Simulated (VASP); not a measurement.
Hf: electric field gradients with LDA

The system is Hf.

```xyz
1
Lattice="0.0000 2.1756 2.2200 2.1756 0.0000 2.2200 2.1756 2.1756 0.0000" Properties=species:S:1:pos:R:3 pbc="T T T"
Hf    0.0000    0.0000    0.0000
```

This cell differs from its parent crystal: equal xx and yy strain of -2 %.

| Property | Result |
| --- | --- |
| Program | VASP 6.6.1 |
| Task | electric field gradients |
| Functional | LDA |
| Potentials or basis | VASP PAW LDA potentials, release 64 (Hf_pv) |
| Cutoff | 520 eV |
| k mesh | 13 × 13 × 13 |
| Occupations | fermi-dirac, width 0.03 eV |
| Spin | no spin polarisation |
| Dipole correction | no |
| Further INCAR settings | ALGO = Normal; EDIFF = 1e-08; NBANDS = 11 |

| Quantity | Value |
| --- | --- |
| Pressure | -1.2 GPa |
| Band gap on the k mesh | zero (band 5 reaches 6.25 eV, above the bottom of band 6 at 4.40 eV) |

Stress tensor (GPa, compression positive):
```
-0.99  0.00  0.00
 0.00 -0.99  0.00
 0.00  0.00 -1.74
```

Levels at points of the mesh, in eV from the Fermi level:
```
           k point  band 2  band 3  band 4  band 5  band 6  band 7  band 8  band 9
(0.00, 0.00, 0.00)  -29.65  -29.65   -7.36    1.18    1.43    1.43    4.13    4.51
```

Electric field gradients, principal values (V/Å²):
| atom | least | middle | greatest (by size) |
| --- | --- | --- | --- |
| 1 Hf | 8.852 | 8.853 | -17.705 |

It took 19 s on 1 thread of Intel(R) Xeon(R) Platinum 8259CL CPU @ 2.50GHz (Skylake/Cascade Lake) (shared host), peak memory 0.16 GiB.

Caveat: the cell differs from its parent crystal (equal xx and yy strain of -2 %); without QUAD_EFG the Cq values of the log hold for a quadrupole moment of 1 mb, not for the nuclei; spin-orbit coupling is left out, which moves the levels of the heavy elements.
